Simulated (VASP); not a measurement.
A run of VASP 6.6.1 is set up as follows.

The input INCAR:

```
ALGO     = Normal         # electronic algorithm
EDIFF    = 1E-6           # SCF threshold, eV
ENCUT    = 520            # plane-wave cutoff, eV
GGA      = PE             # functional
ISIF     = 2              # what is computed and relaxed
ISMEAR   = -1             # smearing method
LASPH    = True           # aspherical terms in the spheres
LCHARG   = True           # write CHGCAR
LELF     = True           # ELF
LREAL    = False          # projectors in reciprocal space
LVHAR    = True         
LWAVE    = False          # write WAVECAR
NBANDS   = 11             # bands
NELM     = 80             # most SCF steps
PREC     = Accurate       # precision mode
SIGMA    = 0.02           # smearing width, eV
```

The input KPOINTS:

```
k-points
0
Gamma
  10 10 10
```

Contents of POSCAR:

```
BAs
1.0
    0.0000000000      2.4676898068      2.4676898068
    2.4676898068      0.0000000000      2.4676898068
    2.4676898068      2.4676898068      0.0000000000
B As
1 1
Direct
    0.0000000000      0.0000000000      0.0000000000
    0.2500000000      0.2500000000      0.2500000000
```

Potentials or basis: VASP PAW PBE potentials, release 64 (B, As).

Launch:

```sh
$ cat potpaw_PBE.64/B/POTCAR potpaw_PBE.64/As/POTCAR > POTCAR
$ mpirun -np 1 vasp_std > vasp.out
```

(1) What does it give for the band gap on the k mesh?

(2) What does it give for the pressure?

Answers

(1) 1.27 eV, indirect (least direct gap 3.16 eV).

(2) -8.3 GPa.

Caveat: the cell differs from its parent crystal (strain +3.2%).
